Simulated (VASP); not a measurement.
Input of a VASP 6.6.1 run:

INCAR

```
PREC     = Accurate       # precision mode
ENCUT    = 520            # plane-wave cutoff, eV
EDIFF    = 1E-6           # SCF threshold, eV
ISMEAR   = -1             # smearing method
SIGMA    = 0.001          # smearing width, eV
LREAL    = F              # projectors in reciprocal space
LASPH    = T              # aspherical terms in the spheres
NELM     = 60             # most SCF steps
ALGO     = Normal         # electronic algorithm
ISIF     = 2              # what is computed and relaxed
LWAVE    = F              # write WAVECAR
LCHARG   = F              # write CHGCAR
GGA      = PE             # functional
NBANDS   = 35             # bands
```

KPOINTS

```
regular mesh
0
Gamma
  4 4 4
```

Contents of POSCAR:

```
SnTe2
1.0
    6.9585660197      0.0000000000      0.0000000000
    0.0000000000      6.9585660197      0.0000000000
    0.0000000000      0.0000000000      4.4179125098
Sn Te
2 4
Direct
    0.0000000000      0.0000000000      0.0000000000
    0.5000000000      0.5000000000      0.5000000000
    0.3023537661      0.3023537661      0.0000000000
    0.1976462339      0.8023537661      0.5000000000
    0.8023537661      0.1976462339      0.5000000000
    0.6976462339      0.6976462339      0.0000000000
```

Potentials or basis: VASP PAW PBE potentials, release 64 (Sn_d, Te).

Launch:

```sh
$ cat potpaw_PBE.64/Sn_d/POTCAR potpaw_PBE.64/Te/POTCAR > POTCAR
$ mpirun -np 1 vasp_std > vasp.out
```

**Question.** Predict the pressure.

**Answer.** 1.3 GPa.

**Question.** Predict the largest force.

**Answer.** 0.131 eV/Å.

**Question.** Estimate the band gap on the k mesh.

**Answer.** Zero (band 26 reaches 4.71 eV, above the bottom of band 27 at 4.60 eV).

Forces in eV/Å, atoms in the order of the input:
```
Sn   0.000  0.000  0.000
Sn   0.000  0.000  0.000
Te  -0.093 -0.093  0.000
Te   0.093 -0.093  0.000
Te  -0.093  0.093  0.000
Te   0.093  0.093  0.000
```

Caveat: spin-orbit coupling is left out, which moves the levels of the heavy elements.
